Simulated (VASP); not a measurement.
# LiF (Pm-3m) in VASP: further runs

LiF is run at these levels: PBE, PBEsol; tasks: relaxation of cell and atoms.

Program: VASP 6.6.1. These are calculated values, not measurements. Logs are shortened: lines on timing, memory, paths and dates and some standing lists are left out, and cuts for length are marked.

## 1. The cell of the first run

The structure is cubic, space group Pm-3m (No. 221). The conventional cell has a = 2.062 Å, b = 2.062 Å, c = 2.062 Å, α = 90.00°, β = 90.00°, γ = 90.00°. Li (site symmetry m-3m) has 8 F at 1.79 Å and 6 Li at 2.06 Å within 2.4 Å. F (site symmetry m-3m) has 8 Li at 1.79 Å and 6 F at 2.06 Å within 2.4 Å.

## 2. Relaxation of cell and atoms, PBE

INCAR reads:

```
SYSTEM = LiF
ALGO = Normal ; EDIFF = 1E-6
EDIFFG = -0.005 ; ENCUT = 600
GGA = PE ; IBRION = 2
ISIF = 3 ; ISMEAR = -1
LASPH = .True. ; LCHARG = .False.
LREAL = .False. ; LWAVE = .False.
NELM = 60 ; NSW = 80
PREC = Accurate ; SIGMA = 0.02
```

KPOINTS reads:

```
k-points
0
Gamma
  12 12 12
  0 0 0
```

POSCAR reads:

```
LiF
1.0
    2.0616023412      0.0000000000      0.0000000000
    0.0000000000      2.0616023412      0.0000000000
    0.0000000000      0.0000000000      2.0616023412
Li F
1 1
Direct
    0.0000000000      0.0000000000      0.0000000000
    0.5000000000      0.5000000000      0.5000000000
```

Potentials or basis: VASP PAW PBE potentials, release 64 (Li_sv, F).

Command:

```bash
cat potpaw_PBE.64/Li_sv/POTCAR potpaw_PBE.64/F/POTCAR > POTCAR
mpirun -np 1 vasp_std > vasp.out
```

OUTCAR:

```text
SYSTEM = LiF
   EDIFF = 1E-6
   EDIFFG = -0.005
   ENCUT = 600
   GGA = PE
   IBRION = 2
   ISIF = 3
   ISMEAR = -1
   LASPH = .True.
   LREAL = .False.
   NELM = 60
   NSW = 80
   PREC = Accurate

 ion  position               nearest neighbor table
   1  0.000  0.000  0.000-   2 1.79   2 1.79   2 1.79   2 1.79   2 1.79   2 1.79   2 1.79   2 1.79

   2  0.500  0.500  0.500-   1 1.79   1 1.79   1 1.79   1 1.79   1 1.79   1 1.79   1 1.79   1 1.79

  LATTYP: Found a simple cubic cell.
 ALAT       =     2.0616023412

  Lattice vectors:

 A1 = (   2.0616023412,   0.0000000000,   0.0000000000)
 A2 = (   0.0000000000,   2.0616023412,   0.0000000000)
 A3 = (   0.0000000000,   0.0000000000,   2.0616023412)

Analysis of symmetry for initial positions (statically):
=====================================================================
 Subroutine PRICEL returns:
 Original cell was already a primitive cell.

 Routine SETGRP: Setting up the symmetry group for a
 simple cubic supercell.

 Subroutine GETGRP returns: Found 48 space group operations
 (whereof 48 operations were pure point group operations)
 out of a pool of 48 trial point group operations.

The static configuration has the point symmetry O_h .

Analysis of symmetry for dynamics (positions and initial velocities):
=====================================================================
 Subroutine PRICEL returns:
 Original cell was already a primitive cell.

 Routine SETGRP: Setting up the symmetry group for a
 simple cubic supercell.

 Subroutine GETGRP returns: Found 48 space group operations
 (whereof 48 operations were pure point group operations)
 out of a pool of 48 trial point group operations.

The dynamic configuration has the point symmetry O_h .

 Subroutine INISYM returns: Found 48 space group operations
 (whereof 48 operations are pure point group operations),
 and found     1 'primitive' translations

----------------------------------------------------------------------------------------

                                     Primitive cell

  volume of cell :       8.7622

  direct lattice vectors                    reciprocal lattice vectors
     2.061602341  0.000000000  0.000000000     0.485059597  0.000000000  0.000000000
     0.000000000  2.061602341  0.000000000     0.000000000  0.485059597  0.000000000
[... 93 lines left out ...]
   POTIM  = 0.5000    time-step for ionic-motion
   TEBEG  =    0.0;   TEEND  =   0.0 temperature during run
   PSTRESS=    0.0 pullay stress
   NELECT =      10.0000    total number of electrons
   NUPDOWN=      -1.0000    fix difference up-down
   EMIN   =  10.00;   EMAX   =-10.00  energy-range for DOS
   EFERMI =   0.00;   METHOD = LEGACY
   ISMEAR =    -1;   SIGMA  =   0.02  broadening in eV -4-tet -1-fermi 0-gaus
   EFERMI_NEDOS =   21; number of points for ismear=-14 and -15
   IALGO  =     38    algorithm
   IMIX   =      4    mixing-type and parameters
     AMIX     =   0.40;   BMIX     =  1.00
     AMIX_MAG =   1.60;   BMIX_MAG =  1.00
  volume/ion in A,a.u.               =       4.38        29.57
  Fermi-wavevector in a.u.,A,eV,Ry     =   1.710816  3.232973 39.822768  2.926891
  Thomas-Fermi vector in A             =   2.789045
   LORBIT       =      0    0 simple, 1 ext, 2 COOP (PROOUT), +10 PAW based schemes
   GGA     = PE    functional components
   LHFCALC =     F    Hartree Fock is set to
   AEXX    =    0.0000 exact exchange contribution
   IVDW    =     0    specifies the selected vdW correction
   LEPSILON=     F    determine dielectric tensor
   LRPA    =     F    only Hartree local field effects (RPA)
 conjugate gradient relaxation of ions
 non-spin polarized calculation
  energy-cutoff  :      600.00
  volume of cell :        8.76
 maximum number of plane-waves:       304
   NGX =  9   NGY =  9   NGZ =  9

--------------------------------------- Ionic step        1  -------------------------------------------

 number of electron      10.0000007 magnetization

 Free energy of the ion-electron system (eV)
  ---------------------------------------------------
  ext. energy  EPLUGINS =         0.00000000
  ---------------------------------------------------
  free energy    TOTEN  =        -6.55499043 eV

  energy without entropy =       -6.55499043  energy(sigma->0) =       -6.55499043

------------------------ aborting loop because EDIFF is reached ----------------------------------------

  FORCE on cell =-STRESS in cart. coord.  units (eV):
  Direction    XX          YY          ZZ          XY          YZ          ZX
  --------------------------------------------------------------------------------------
  -------------------------------------------------------------------------------------
  Total        9.6333801      9.6333801      9.6333801      0.0000000      0.0000000      0.0000000
  in kB     1761.4672840   1761.4672840   1761.4672840      0.0000000      0.0000000      0.0000000
  external PRESSURE =    1761.4672840 kB  Pullay stress =       0.0000000 kB
[... 95 lines left out ...]
--------------------------------------- Ionic step        4  -------------------------------------------

 number of electron      10.0000083 magnetization

 Free energy of the ion-electron system (eV)
  ---------------------------------------------------
  ext. energy  EPLUGINS =         0.00000000
  ---------------------------------------------------
  free energy    TOTEN  =        -8.88831683 eV

  energy without entropy =       -8.88831683  energy(sigma->0) =       -8.88831683

 E-fermi :   1.2744     XC(G=0): -10.4657

 val. band max:        0.9046260965   @ k =   0.5000   0.5000   0.0000
 cond. band min:       9.7280695387   @ k =   0.0000   0.0000   0.0000
 fundamental gap:      8.8234434422
 Fermi energy:         1.2744473342

 k-point     1 :       0.0000    0.0000    0.0000
  band No.  band energies     occupation
      1     -41.9007      2.00000
      2     -20.3378      2.00000
      3       0.1292      2.00000
      4       0.1292      2.00000
      5       0.1292      2.00000
      6       9.7281      0.00000
      7      20.4310      0.00000
      8      20.4310      0.00000
      9      23.1586      0.00000
[... 265 lines left out ...]
 k-point    24 :       0.4167    0.3333    0.0000
  band No.  band energies     occupation
      1     -41.7919      2.00000
      2     -19.3658      2.00000
      3      -2.7840      2.00000
      4      -2.1543      2.00000
      5       0.7946      2.00000
      6      13.8089      0.00000
      7      15.6727      0.00000
      8      16.4457      0.00000
      9      23.7257      0.00000

 [... further k-points ...]
[... 5 lines left out ...]
  --------------------------------------------------------------------------------------
  -------------------------------------------------------------------------------------
  Total       -0.0004627     -0.0004627     -0.0004627     -0.0000000      0.0000000      0.0000000
  in kB       -0.0493657     -0.0493657     -0.0493657     -0.0000000      0.0000000      0.0000000
  external PRESSURE =      -0.0493657 kB  Pullay stress =       0.0000000 kB
[... 17 lines left out ...]
  FREE ENERGIE OF THE ION-ELECTRON SYSTEM (eV)
  ---------------------------------------------------
  free  energy   TOTEN  =        -8.8883168297 eV

  energy  without entropy=       -8.8883168297  energy(sigma->0) =       -8.88831683

 reached required accuracy - stopping structural energy minimisation
```

OSZICAR:

```text
N       E                     dE             d eps       ncg     rms          rms(c)
DAV:   1     0.353339238873E+02    0.35334E+02   -0.71185E+03  1625   0.136E+03
DAV:   2    -0.681087540110E+01   -0.42145E+02   -0.41581E+02  1780   0.241E+02
DAV:   3    -0.737806433742E+01   -0.56719E+00   -0.56680E+00  1888   0.263E+01
[... 31 lines left out ...]
DAV:   2    -0.889031438079E+01    0.59601E-01   -0.32146E-01  1533   0.464E+00    0.393E-01
DAV:   3    -0.888890350340E+01    0.14109E-02   -0.18234E-03  1682   0.491E-01    0.209E-01
DAV:   4    -0.888831617834E+01    0.58733E-03   -0.72509E-04  2441   0.254E-01    0.101E-02
DAV:   5    -0.888831663289E+01   -0.45454E-06   -0.15477E-05  1566   0.422E-02    0.386E-03
DAV:   6    -0.888831682972E+01   -0.19683E-06   -0.22720E-06  1585   0.142E-02
   4 F= -.88883168E+01 E0= -.88883168E+01  d E =-.233333E+01
```

CONTCAR:

```text
LiF
   1.00000000000000
     2.4671466883606468    0.0000000000000000    0.0000000000000000
     0.0000000000000000    2.4671466883606472    0.0000000000000000
    -0.0000000000000000    0.0000000000000000    2.4671466883606468
  Li              F
     1     1
Direct
     0.0000000000000000    0.0000000000000000    0.0000000000000000
     0.5000000000000000    0.5000000000000000    0.5000000000000000

  0.00000000E+00  0.00000000E+00  0.00000000E+00
  0.00000000E+00  0.00000000E+00  0.00000000E+00
```

Run time: 9.5 s. Hardware: 1 thread of AMD EPYC 9R45 (Zen 5), shared host; peak memory 0.08 GiB.

What came out:

- Free energy: -8.8883 eV
- Relaxed volume: 7.51 Å³/atom
- Relaxed cell: a = 2.467 Å, b = 2.467 Å, c = 2.467 Å, α = 90.00°, β = 90.00°, γ = 90.00°
- Space group after relaxing (to 0.05 Å): Pm-3m (No. 221)
- Energy gained by relaxing: 1166.7 meV/atom
- Ionic steps: 4
- Pressure after relaxing: 0.0 GPa
- Band gap on the k mesh: 8.82 eV, indirect (least direct gap 9.60 eV)

Step by step:
| step | energy change (eV) | largest force (eV/Å) | pressure (GPa) | volume (Å³) |
| --- | --- | --- | --- | --- |
| 1 | 0.0000 | 0.0000 | 176.15 | 8.76 |
| 2 | -2.2740 | 0.0000 | -13.30 | 16.40 |
| 3 | -2.3276 | 0.0000 | 4.55 | 14.61 |
| 4 | -2.3333 | 0.0000 | 0.00 | 15.02 |

Final structure:
```
Li F
1.0
     2.46715    0.00000    0.00000
     0.00000    2.46715    0.00000
     0.00000    0.00000    2.46715
Li F
1 1
Direct
  0.00000 0.00000 0.00000
  0.50000 0.50000 0.50000
```

Caveat: the cutoff is under 1.25 times the usual one of these potentials, so pressure, stress and relaxed cells hold a basis-set (Pulay) error; the volume moved by over 15 % at a fixed basis, so the end points are rough.

(Part 1 of 2 ends here.)
